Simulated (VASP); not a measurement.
Crystal: MgS.

```
CELL_PARAMETERS angstrom
4.02863 0.00000 0.00000
-2.01431 3.48889 0.00000
0.00000 0.00000 6.71257
ATOMIC_POSITIONS crystal
Mg 0.33333 0.66667 0.00088
Mg 0.66667 0.33333 0.50088
S 0.33333 0.66667 0.37412
S 0.66667 0.33333 0.87412
```

This cell differs from its parent crystal: uniaxial z strain +4.0%.

Base run:

- Program: VASP 6.6.1
- Functional: PBE
- Potentials or basis: VASP PAW PBE potentials, release 64 (Mg, S)
- Cutoff: 520 eV
- k mesh: 12 × 12 × 4
- Occupations: fermi-dirac, width 0.02 eV
- Spin: no spin polarisation

Its results: band gap on the k mesh 3.28 eV; pressure -1.2 GPa.

Problem. The run is repeated on the same cell with these changes: functional from PBE to r2SCAN; occupations from fermi-dirac, width 0.02 eV to gaussian, width 0.01 eV. What comes out?

Solution. Band gap on the k mesh 3.94 eV; pressure -2.4 GPa.

Caveats: the structure was generated, so it needn't be the stable form of MgS; the PAW data sets were made with another functional, which shifts forces and pressure a little (at least some runs).

A k mesh can miss the band edges.
